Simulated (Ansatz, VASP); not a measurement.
## AlN in VASP and in Ansatz

```
Al N
1.0
     0.00000    2.08538    1.98366
     2.08538    0.00000    1.98366
     2.08538    2.08538    0.00000
Al N
1 1
Direct
  0.50000 0.50000 0.50000
  0.00000 0.00000 0.00000
```

Change from the starting cell: strain +0.025 along x and y, -0.025 along z, atoms carried along.

Alike in both runs: task single point; functional LDA; k mesh 10 × 10 × 10; occupations gaussian, width 0.05 eV; no spin polarisation.

|  | VASP | Ansatz |
| --- | --- | --- |
| version | VASP 6.6.1 | Ansatz 0.2.0 |
| potentials or method | VASP PAW LDA potentials, release 64 (Al, N), cutoff 600 eV | scalar-relativistic, plane waves, PAW |
| valence electrons in the cell | 8 | 8 |

Ansatz gave:

| Item | Value |
| --- | --- |
| gap on the k mesh at the Fermi level (eV) | 3.70 |
| least direct gap on the mesh (eV) | 4.99 |
| pressure (GPa) | -15.2 |
| traceless stress, the component that is largest in VASP (GPa) | 7.25 |

Task: Estimate VASP's values.

Result: gap on the k mesh at the Fermi level (eV): 3.69; least direct gap on the mesh (eV): 5.00; pressure (GPa): -14.8; traceless stress, the component that is largest in VASP (GPa): 7.51.

LDA's correlation is that of Perdew and Zunger in VASP and of Perdew and Wang (1992) in Ansatz.
